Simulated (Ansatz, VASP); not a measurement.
## One calculation of Ti2O, two programs

POSCAR

```
Ti2O
1.0
    2.9193980238      0.0000000000      0.0000000000
   -1.4596990119      2.5282728524      0.0000000000
    0.0000000000      0.0000000000      4.7130000000
Ti O
2 1
Direct
    0.6666666667      0.3333333333      0.2787400000
    0.3333333333      0.6666666667      0.7212600000
    0.0000000000      0.0000000000      0.0000000000
```

The input INCAR.step1:

```
ALGO     = Normal         # electronic algorithm
EDIFF    = 1E-5           # SCF threshold, eV
ENCUT    = 660            # plane-wave cutoff, eV
GGA      = PE             # functional
GGA_COMPAT= F            
ISMEAR   = 0              # smearing method
LASPH    = T              # aspherical terms in the spheres
LCHARG   = F              # write CHGCAR
LREAL    = F              # projectors in reciprocal space
LWAVE    = T              # write WAVECAR
NBANDS   = 22             # bands
NELM     = 120            # most SCF steps
PREC     = Accurate       # precision mode
SIGMA    = 0.02           # smearing width, eV
```

INCAR.step2

```
ALGO     = Normal         # electronic algorithm
EDIFF    = 1E-6           # SCF threshold, eV
ENCUT    = 660            # plane-wave cutoff, eV
GGA_COMPAT= F            
ISIF     = 2              # what is computed and relaxed
ISMEAR   = 0              # smearing method
ISTART   = 1            
LASPH    = T              # aspherical terms in the spheres
LCHARG   = F              # write CHGCAR
LMIXTAU  = T            
LREAL    = F              # projectors in reciprocal space
LWAVE    = F              # write WAVECAR
METAGGA  = R2SCAN         # meta-GGA
NBANDS   = 22             # bands
NELM     = 120            # most SCF steps
PREC     = Accurate       # precision mode
SIGMA    = 0.02           # smearing width, eV
```

Contents of KPOINTS:

```
k-points
0
Gamma
  18 18 10
```

Input for Ansatz:

```yaml
crystal:
  lattice:
    - [2.9193980238, 0.0, 0.0]
    - [-1.4596990119, 2.5282728524, 0.0]
    - [0.0, 0.0, 4.713]
  atoms:
    - { symbol: Ti, position: [0.6666666667, 0.3333333333, 0.27874] }
    - { symbol: Ti, position: [0.3333333333, 0.6666666667, 0.72126] }
    - { symbol: O, position: [0.0, 0.0, 0.0] }
basis:
  ecutwfc: 500
kpoints:
  mp_grid: { grid: [18, 18, 10] }
hamiltonian:
  xc: r2scan
scf:
  occupations: { method: gaussian, width: 0.02 }
output:
  forces: true
  stress: true
  eigenvalues: true
```

Alike in both runs: task single point; functional r2SCAN; k mesh 18 × 18 × 10; occupations gaussian, width 0.02 eV; no spin polarisation.

|  | VASP | Ansatz |
| --- | --- | --- |
| version | VASP 6.6.1 | Ansatz 0.2.0 |
| potentials or method | VASP PAW PBE potentials, release 64 (Ti_sv, O), cutoff 660 eV | scalar-relativistic, plane waves, PAW |
| valence electrons in the cell | 30 | 30 |

|  | VASP | Ansatz | Ansatz less VASP |
| --- | --- | --- | --- |
| gap on the k mesh at the Fermi level (eV) | none | none | - |
| pressure (GPa) | 10.0 | 9.0 | -0.96 |
| traceless stress, the component that is largest in VASP (GPa) | 5.34 | 5.29 | -0.045 |
| rms of the force components (eV/Å) | 0.482 | 0.502 | +0.0206 |

VASP's potentials were made for PBE, not for r2SCAN. Atom by atom the forces differ by 0.021 eV/Å (rms over components). A gap of «none» marks a metal or a gap that the smearing closes.
